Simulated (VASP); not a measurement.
**NaF: single point with PBE**

The system is NaF.

```xyz
4
Lattice="3.9261 0.0000 0.0000 -1.9630 3.4001 0.0000 0.0000 0.0000 4.5297" Properties=species:S:1:pos:R:3 pbc="T T T"
Na    0.0000    2.2667   -0.2831
Na    1.9630    1.1334    1.9817
F     0.0000    2.2667    1.9817
F     1.9630    1.1334    4.2465
```

This cell differs from its parent crystal: epitaxial xy strain +1.5%.

```json
{
 "Program": "VASP 6.6.1",
 "Task": "single point",
 "Functional": "PBE",
 "Potentials or basis": "VASP PAW PBE potentials, release 64 (Na_pv, F)",
 "Cutoff": "520 eV",
 "k mesh": "12 × 12 × 6",
 "Occupations": "fermi-dirac, width 0.02 eV",
 "Spin": "no spin polarisation"
}
```

The pressure is 1.5 GPa and the band gap on the k mesh is 5.60 eV.

Stress tensor (GPa, compression positive):
```
0.85 0.00 0.00
0.00 0.85 0.00
0.00 0.00 2.84
```

Levels at points of the mesh, in eV from the valence-band top:
```
           k point  band 12  band 13  band 14  band 15  band 16  band 17
(0.00, 0.00, 0.00)    -0.27    -0.27     0.00     5.60    12.79    12.99
(0.50, 0.00, 0.00)    -0.58    -0.34    -0.15     8.70    10.20    12.95
(0.00, 0.00, 0.50)    -0.44    -0.44    -0.44     7.91     7.91    16.15
(0.50, 0.00, 0.50)    -0.46    -0.24    -0.24     9.80     9.80    12.25
```

Wall time 34 s on 1 thread of Intel(R) Xeon(R) 6975P-C (Granite Rapids), with other jobs on the host, peak memory 0.22 GiB.

Caveat: the cell differs from its parent crystal (epitaxial xy strain +1.5%); the structure was generated, so it needn't be the stable form of NaF. A k mesh can miss the band edges.
